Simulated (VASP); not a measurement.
# InP (F-43m) in VASP: density of states with PBE

Aim: the density of states of InP with PBE.

All numbers are computed with VASP 6.6.1; they aren't measurements. Logs are shortened: lines on timing, memory, paths and dates and some standing lists are left out, and cuts for length are marked.

**1. The cell of the first run**

Symmetry: F-43m, No. 216, cubic system. Conventional cell: a = 5.909 Å, b = 5.909 Å, c = 5.909 Å, α = 90.00°, β = 90.00°, γ = 90.00°. Within 3.4 Å of In (site symmetry -43m) lie 4 P at 2.56 Å. Within 3.4 Å of P (site symmetry -43m) lie 4 In at 2.56 Å.

**2. Density of states, PBE, non-collinear spin, zero start, spin-orbit coupling**

POSCAR

```
InP
1.0
    0.0000000000      2.9543470000      2.9543470000
    2.9543470000      0.0000000000      2.9543470000
    2.9543470000      2.9543470000      0.0000000000
In P
1 1
Direct
    0.0000000000      0.0000000000      0.0000000000
    0.2500000000      0.2500000000      0.2500000000
```

INCAR.step1

```
PREC = Accurate
ENCUT = 520
EDIFF = 1E-6
ISMEAR = -1
SIGMA = 0.139
LREAL = F
LASPH = T
NELM = 150
ALGO = Normal
ISIF = 2
LWAVE = F
LCHARG = T
MAGMOM = 0 0 0 0 0 0
LSORBIT = T
GGA_COMPAT = F
LORBMOM = T
GGA = PE
NBANDS = 30
```

KPOINTS.step1

```
Automatic mesh
0
Gamma
  10 10 10
```

INCAR.step2

```
PREC = Accurate
ENCUT = 520
EDIFF = 1E-6
ISMEAR = -5
SIGMA = 0.139
LREAL = F
LASPH = T
NELM = 150
ALGO = Normal
ISIF = 2
LWAVE = F
LCHARG = F
MAGMOM = 0 0 0 0 0 0
LORBIT = 10
LSORBIT = T
GGA_COMPAT = F
LORBMOM = T
GGA = PE
NEDOS = 1001
ICHARG = 11
```

KPOINTS.step2

```
Automatic mesh
0
Gamma
  15 15 15
```

Potentials or basis: VASP PAW PBE potentials, release 64 (In_d, P).

On the command line:

```bash
> cat potpaw_PBE.64/In_d/POTCAR potpaw_PBE.64/P/POTCAR > POTCAR
> cp INCAR.step1 INCAR
> cp KPOINTS.step1 KPOINTS
> mpirun -np 1 vasp_ncl > vasp.out
> cp INCAR.step2 INCAR
> cp KPOINTS.step2 KPOINTS
> mpirun -np 1 vasp_ncl > vasp.out
```

OUTCAR:

```text
PREC = Accurate
   ENCUT = 520
   EDIFF = 1E-6
   ISMEAR = -5
   LREAL = F
   LASPH = T
   NELM = 150
   ISIF = 2
   LORBIT = 10
   LSORBIT = T
   GGA = PE
   ICHARG = 11

 ion  position               nearest neighbor table
   1  0.000  0.000  0.000-   2 2.56   2 2.56   2 2.56   2 2.56
   2  0.250  0.250  0.250-   1 2.56   1 2.56   1 2.56   1 2.56

  LATTYP: Found a face centered cubic cell.
 ALAT       =     5.9086940000

  Lattice vectors:

 A1 = (   0.0000000000,   2.9543470000,   2.9543470000)
 A2 = (   2.9543470000,   0.0000000000,   2.9543470000)
 A3 = (   2.9543470000,   2.9543470000,   0.0000000000)

Analysis of symmetry for initial positions (statically):
[... 5 lines left out ...]
 face centered cubic supercell.

 Subroutine GETGRP returns: Found 24 space group operations
 (whereof 24 operations were pure point group operations)
 out of a pool of 48 trial point group operations.

The static configuration has the point symmetry T_d .

Analysis of symmetry for dynamics (positions and initial velocities):
[... 5 lines left out ...]
 face centered cubic supercell.

 Subroutine GETGRP returns: Found 24 space group operations
 (whereof 24 operations were pure point group operations)
 out of a pool of 48 trial point group operations.

The dynamic configuration has the point symmetry T_d .

Analysis of structural, dynamic, and magnetic symmetry:
=====================================================================
 Subroutine PRICEL returns:
 Original cell was already a primitive cell.

 Routine SETGRP: Setting up the symmetry group for a
 face centered cubic supercell.

 Subroutine GETGRP returns: Found 24 space group operations
 (whereof 24 operations were pure point group operations)
 out of a pool of 48 trial point group operations.

The overall configuration has the point symmetry T_d .

 Subroutine INISYM returns: Found 24 space group operations
 (whereof 24 operations are pure point group operations),
 and found     1 'primitive' translations

----------------------------------------------------------------------------------------

                                     Primitive cell

  volume of cell :      51.5721

  direct lattice vectors                    reciprocal lattice vectors
     0.000000000  2.954347000  2.954347000    -0.169242137  0.169242137  0.169242137
     2.954347000  0.000000000  2.954347000     0.169242137 -0.169242137  0.169242137
     2.954347000  2.954347000  0.000000000     0.169242137  0.169242137 -0.169242137

  length of vectors
     4.178077595  4.178077595  4.178077595     0.293135980  0.293135980  0.293135980

  position of ions in fractional coordinates (direct lattice)
     0.000000000  0.000000000  0.000000000
     0.250000000  0.250000000  0.250000000

  ion indices of the primitive-cell ions
   primitive index   ion index
                 1           1
                 2           2

----------------------------------------------------------------------------------------

 KPOINTS: Automatic mesh

Automatic generation of k-mesh.
 Grid dimensions read from file:
 generate k-points for:   15   15   15

 Generating k-lattice:

  Cartesian coordinates                     Fractional coordinates (reciprocal lattice)
    -0.011282809  0.011282809  0.011282809     0.066666667  0.000000000  0.000000000
     0.011282809 -0.011282809  0.011282809     0.000000000  0.066666667  0.000000000
     0.011282809  0.011282809 -0.011282809     0.000000000  0.000000000  0.066666667

  Length of vectors
     0.019542399  0.019542399  0.019542399

  Shift w.r.t. Gamma in fractional coordinates (k-lattice)
     0.000000000  0.000000000  0.000000000
[... 73 lines left out ...]
     AMIX_MAG =   1.60;   BMIX_MAG =  1.00
  volume/ion in A,a.u.               =      25.79       174.01
  Fermi-wavevector in a.u.,A,eV,Ry     =   1.152641  2.178176 18.076454  1.328582
  Thomas-Fermi vector in A             =   2.289291
   LORBIT       =     10    0 simple, 1 ext, 2 COOP (PROOUT), +10 PAW based schemes
   GGA     = PE    functional components
   LHFCALC =     F    Hartree Fock is set to
   AEXX    =    0.0000 exact exchange contribution
   IVDW    =     0    specifies the selected vdW correction
   LEPSILON=     F    determine dielectric tensor
   LRPA    =     F    only Hartree local field effects (RPA)
 Fermi weights with tetrahedron method with Bloechl corrections
  energy-cutoff  :      520.00
  volume of cell :       51.57
 maximum number of plane-waves:      2822

 number of electron      18.0000009 magnetization      -0.0000000      0.0000000      0.0000000

 Free energy of the ion-electron system (eV)
  ---------------------------------------------------
  ext. energy  EPLUGINS =         0.00000000
  ---------------------------------------------------
  free energy    TOTEN  =        -8.43797534 eV

  energy without entropy =       -8.43797534  energy(sigma->0) =       -8.43797534

 E-fermi :   4.9760     XC(G=0):  -9.1758

 val. band max:        4.9534219570   @ k =   0.0000   0.0000   0.0000
 cond. band min:       5.5046832106   @ k =   0.0000   0.0000   0.0000
 fundamental gap:      0.5512612535
 Fermi energy:         4.9760422925

 k-point     1 :       0.0000    0.0000    0.0000
  band No.  band energies     occupation
      1      -9.6662      1.00000
      2      -9.6662      1.00000
      3      -9.6662      1.00000
      4      -9.6662      1.00000
      5      -8.8810      1.00000
      6      -8.8810      1.00000
[... 685 lines left out ...]
     25      10.7725      0.00000
     26      10.7878      0.00000

 [... further k-points ...]
[... 5 lines left out ...]
  --------------------------------------------------------------------------------------
  -------------------------------------------------------------------------------------
  Total        0.5011699      0.5011699      0.5011699      0.0000000     -0.0000000     -0.0000000
  in kB       15.5697293     15.5697293     15.5697293      0.0000000     -0.0000000     -0.0000000
  external PRESSURE =      15.5697293 kB  Pullay stress =       0.0000000 kB

 VOLUME and BASIS-vectors are now :
 -----------------------------------------------------------------------------
  energy-cutoff  :      520.00
  volume of cell :       51.57
      direct lattice vectors                 reciprocal lattice vectors
     0.000000000  2.954347000  2.954347000    -0.169242137  0.169242137  0.169242137
     2.954347000  0.000000000  2.954347000     0.169242137 -0.169242137  0.169242137
     2.954347000  2.954347000  0.000000000     0.169242137  0.169242137 -0.169242137

 POSITION                                       TOTAL-FORCE (eV/Angst)
 -----------------------------------------------------------------------------------
      0.00000      0.00000      0.00000        -0.000000     -0.000000     -0.000000
      1.47717      1.47717      1.47717         0.000000      0.000000      0.000000
 -----------------------------------------------------------------------------------
    total drift:                               -0.000000     -0.000000     -0.000000

  FREE ENERGIE OF THE ION-ELECTRON SYSTEM (eV)
  ---------------------------------------------------
  free  energy   TOTEN  =        -8.4379753353 eV

  energy  without entropy=       -8.4379753353  energy(sigma->0) =       -8.43797534

 orbital moment (x)

 # of ion     p       d       tot
 ----------------------------------------
  1         0.000  -0.000  -0.000
  2        -0.000   0.000  -0.000
 ----------------------------------------
           -0.000  -0.000  -0.000

 orbital moment (y)

 # of ion     p       d       tot
 ----------------------------------------
  1         0.000   0.000   0.000
  2        -0.000   0.000  -0.000
 ----------------------------------------
           -0.000   0.000  -0.000

 orbital moment (z)

 # of ion     p       d       tot
 ----------------------------------------
  1         0.000   0.000   0.000
  2         0.000   0.000   0.000
 ----------------------------------------
            0.000   0.000   0.000

 Spin-Orbit-Coupling matrix elements

 Ion:    1  E_soc:     -0.0707331
 l=   1
     0.0000000    -0.0053082    -0.0053082
    -0.0053082     0.0000000    -0.0053082
    -0.0053082    -0.0053082     0.0000000
 l=   2
     0.0000000    -0.0013250     0.0000000    -0.0013250    -0.0051557
    -0.0013250     0.0000000    -0.0038668    -0.0013250    -0.0012889
     0.0000000    -0.0038668     0.0000000    -0.0038668     0.0000000
    -0.0013250    -0.0013250    -0.0038668     0.0000000    -0.0012889
    -0.0051557    -0.0012889     0.0000000    -0.0012889     0.0000000
 l=   3
     0.0000000     0.0000000     0.0000000     0.0000000     0.0000000     0.0000000     0.0000000
     0.0000000     0.0000000     0.0000000     0.0000000     0.0000000     0.0000000     0.0000000
     0.0000000     0.0000000     0.0000000     0.0000000     0.0000000     0.0000000     0.0000000
     0.0000000     0.0000000     0.0000000     0.0000000     0.0000000     0.0000000     0.0000000
     0.0000000     0.0000000     0.0000000     0.0000000     0.0000000     0.0000000     0.0000000
     0.0000000     0.0000000     0.0000000     0.0000000     0.0000000     0.0000000     0.0000000
     0.0000000     0.0000000     0.0000000     0.0000000     0.0000000     0.0000000     0.0000000

 Ion:    2  E_soc:     -0.0011360
 l=   1
     0.0000000    -0.0001893    -0.0001893
    -0.0001893     0.0000000    -0.0001893
    -0.0001893    -0.0001893     0.0000000
 l=   2
     0.0000000     0.0000000     0.0000000     0.0000000     0.0000000
     0.0000000     0.0000000     0.0000000     0.0000000     0.0000000
     0.0000000     0.0000000     0.0000000     0.0000000     0.0000000
     0.0000000     0.0000000     0.0000000     0.0000000     0.0000000
     0.0000000     0.0000000     0.0000000     0.0000000     0.0000000
 l=   3
     0.0000000     0.0000000     0.0000000     0.0000000     0.0000000     0.0000000     0.0000000
     0.0000000     0.0000000     0.0000000     0.0000000     0.0000000     0.0000000     0.0000000
     0.0000000     0.0000000     0.0000000     0.0000000     0.0000000     0.0000000     0.0000000
     0.0000000     0.0000000     0.0000000     0.0000000     0.0000000     0.0000000     0.0000000
     0.0000000     0.0000000     0.0000000     0.0000000     0.0000000     0.0000000     0.0000000
     0.0000000     0.0000000     0.0000000     0.0000000     0.0000000     0.0000000     0.0000000
     0.0000000     0.0000000     0.0000000     0.0000000     0.0000000     0.0000000     0.0000000

 total charge

# of ion       s       p       d       tot
------------------------------------------
    1        0.826   0.744   9.897  11.467
    2        1.032   1.482   0.000   2.514
--------------------------------------------------
tot          1.859   2.225   9.897  13.981

 magnetization (x)

# of ion       s       p       d       tot
------------------------------------------
    1        0.000   0.000  -0.000   0.000
    2       -0.000   0.000   0.000  -0.000
--------------------------------------------------
tot         -0.000   0.000  -0.000   0.000

 magnetization (y)

# of ion       s       p       d       tot
------------------------------------------
    1        0.000   0.000   0.000   0.000
    2        0.000  -0.000   0.000  -0.000
--------------------------------------------------
tot          0.000  -0.000   0.000  -0.000

 magnetization (z)

# of ion       s       p       d       tot
------------------------------------------
    1        0.000  -0.000  -0.000  -0.000
    2        0.000   0.000   0.000   0.000
--------------------------------------------------
tot          0.000  -0.000  -0.000  -0.000
```

It took 11 min on 1 thread of Intel Xeon Platinum 8259CL at 2.50GHz (Skylake/Cascade Lake), shared host; peak memory 0.57 GiB.

What came out:

- Net moment: 0.00 μB per cell
- Valence electrons inside the program's atomic spheres: In 11.47; P 2.51

Moments on the atoms (μB; x, y, z):
```
In  0.00 0.00 0.00
P   0.00 0.00 0.00
```
